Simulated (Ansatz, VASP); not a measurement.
Two plane-wave programs on Ti3Al

Contents of INCAR:

```
SYSTEM = Ti3Al
PREC     = Accurate       ! precision mode
ENCUT    = 520            ! plane-wave cutoff, eV
EDIFF    = 1E-6           ! SCF threshold, eV
ISMEAR   = 1              ! smearing method
SIGMA    = 0.15           ! smearing width, eV
LREAL    = .FALSE.        ! projectors in reciprocal space
LASPH    = .TRUE.         ! aspherical terms in the spheres
NELM     = 100            ! most SCF steps
ALGO     = Normal         ! electronic algorithm
ISIF     = 2              ! what is computed and relaxed
LWAVE    = .FALSE.        ! write WAVECAR
LCHARG   = .FALSE.        ! write CHGCAR
GGA      = PS             ! functional
NBANDS   = 28             ! bands
```

Contents of KPOINTS:

```
Automatic mesh
0
G
  6 6 6
  0 0 0
```

File POSCAR:

```
Ti3Al
1.0
    0.0000000000      3.1658077740      3.1658077740
    3.1658077740      0.0000000000      3.1658077740
    3.1658077740      3.1658077740      0.0000000000
Ti Al
3 1
Direct
    0.7500000000      0.7500000000      0.7500000000
    0.2500000000      0.2500000000      0.2500000000
    0.0000000000      0.0000000000      0.0000000000
    0.5000000000      0.5000000000      0.5000000000
```

Input for Ansatz:

```yaml
crystal:
  lattice:
    - [0.0, 3.165807774010886, 3.165807774010886]
    - [3.165807774010886, 0.0, 3.165807774010886]
    - [3.165807774010886, 3.165807774010886, 0.0]
  atoms:
    - { symbol: Ti, position: [0.75, 0.75, 0.75] }
    - { symbol: Ti, position: [0.25, 0.25, 0.25] }
    - { symbol: Ti, position: [0.0, 0.0, 0.0] }
    - { symbol: Al, position: [0.5, 0.5, 0.5] }
basis:
  ecutwfc: 500.0
kpoints:
  mp_grid:
    grid: [6, 6, 6]
hamiltonian:
  xc: pbesol
  pseudopotentials:
    kind: paw
scf:
  occupations:
    method: cold
    width: 0.15
output:
  stress: true
```

Alike in both runs: task single point; functional PBEsol; k mesh 6 × 6 × 6; no spin polarisation.

|  | VASP | Ansatz |
| --- | --- | --- |
| version | VASP 6.6.1 | Ansatz 0.2.0 |
| potentials or method | VASP PAW PBE potentials, release 64 (Ti_sv, Al), cutoff 520 eV | plane waves, PAW |
| occupations | methfessel-paxton of order 1, width 0.15 eV | cold, width 0.15 eV |
| valence electrons in the cell | 39 | 39 |

VASP gave:

| Quantity | Value |
| --- | --- |
| pressure (GPa) | 1.9 |

Q: Which values does Ansatz return?

A: Pressure (GPa): 2.0.

VASP's potentials were made for PBE, not for PBEsol.
